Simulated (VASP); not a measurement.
Here is a VASP 6.6.1 calculation.

The input INCAR:

```
PREC = Accurate
ENCUT = 520
EDIFF = 1E-7
ISMEAR = -1
SIGMA = 0.05
LREAL = F
LASPH = T
NELM = 150
ALGO = Normal
ISIF = 2
LWAVE = F
LCHARG = F
ISPIN = 2
MAGMOM = 2 2
LORBIT = 11
LMAXMIX = 4
GGA = PE
NBANDS = 20
```

File KPOINTS:

```
Automatic mesh
0
Gamma
  15 15 8
```

File POSCAR:

```
Co
1.0
    2.5074000000      0.0000000000      0.0000000000
   -1.2537000000      2.1714720974      0.0000000000
    0.0000000000      0.0000000000      4.0699000000
Co
2
Direct
    0.3333333333      0.6666666667      0.2500000000
    0.6666666667      0.3333333333      0.7500000000
```

Potentials or basis: VASP PAW PBE potentials, release 64 (Co).

The run is started by

```sh
$ cat potpaw_PBE.64/Co/POTCAR > POTCAR
$ mpirun -np 1 vasp_std > vasp.out
```

(1) Estimate the pressure.

(2) Predict the site moments.

(3) Estimate the net moment.

## Answers

(1) -4.5 GPa.

(2) Co +1.66 μB.

(3) 3.27 μB per cell.
